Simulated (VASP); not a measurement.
A run of VASP 6.6.1 is set up as follows.

The input INCAR:

```
SYSTEM = SiNi3
ALGO = Normal
EDIFF = 1E-6
ENCUT = 590
GGA = PS
GGA_COMPAT = .False.
ISIF = 2
ISMEAR = 0
LASPH = .True.
LCHARG = .False.
LREAL = .False.
LWAVE = .False.
NBANDS = 37
NELM = 120
PREC = Accurate
SIGMA = 0.15
```

The input KPOINTS:

```
k-points
0
Gamma
  14 14 14
  0 0 0
```

The input POSCAR:

```
SiNi3
1.0
    3.4612457600      0.0000000000      0.0000000000
    0.0000000000      3.4612457600      0.0000000000
    0.0000000000      0.0000000000      3.4612457600
Si Ni
1 3
Direct
    0.0000000000      0.0000000000      0.0000000000
    0.0000000000      0.3266520087      0.5000000000
    0.5000000000      0.0000000000      0.5000000000
    0.5000000000      0.5000000000      0.0000000000
```

Potentials or basis: VASP PAW PBE potentials, release 64 (Si, Ni_sv_GW).

Launch:

```bash
$ cat potpaw_PBE.64/Si/POTCAR potpaw_PBE.64/Ni_sv_GW/POTCAR > POTCAR
$ mpirun -np 1 vasp_std > vasp.out
```

**Question.** Predict the largest force.

**Answer.** 6.999 eV/Å.

**Question.** Predict the pressure.

**Answer.** 22.7 GPa.

Forces on the atoms (eV/Å):
```
Si   0.000 -3.017  0.000
Ni   0.000  6.999  0.000
Ni   0.000 -4.356  0.000
Ni   0.000  0.374  0.000
```

Caveat: the cell differs from its parent crystal (atom 2 (Ni) moved by (-0.600, +0.000) A along y and z); the cell stands under pressure; the PAW data sets were made with another functional, which shifts forces and pressure a little. Spin polarisation is off, so any magnetic state and its effect on volume and gap are missing.
